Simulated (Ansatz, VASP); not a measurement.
Ag2Ir: VASP beside Ansatz

```
CELL_PARAMETERS angstrom
-1.37471 1.37471 6.53440
1.37471 -1.37471 6.53440
1.37471 1.37471 -6.53440
ATOMIC_POSITIONS crystal
Ag 0.66387 0.66387 0.00000
Ag 0.33613 0.33613 0.00000
Ir 0.00000 0.00000 0.00000
```

Alike in both runs: functional PBE; k mesh 24 × 24 × 24; occupations gaussian, width 0.1 eV; no spin polarisation.

Ansatz relaxed the structure, and its values are those at the end. VASP's run is a single point on that final structure, the one shown.

```csv
,VASP,Ansatz
version,VASP 6.6.1,Ansatz 0.2.0
potentials or method,"VASP PAW PBE potentials, release 64 (Ag, Ir), cutoff 520 eV","scalar-relativistic, plane waves, PAW"
valence electrons in the cell,31,55
```

```tsv
	VASP	Ansatz	Ansatz less VASP
gap on the k mesh at the Fermi level (eV)	none	none	-
pressure (GPa)	-0.2	0.0	+0.12
```

A gap of «none» marks a metal or a gap that the smearing closes. VASP's potentials hold 31 valence electrons a cell and Ansatz's 55, so a difference there can come from the potentials and not from the codes.

Neither program's run includes spin-orbit coupling.
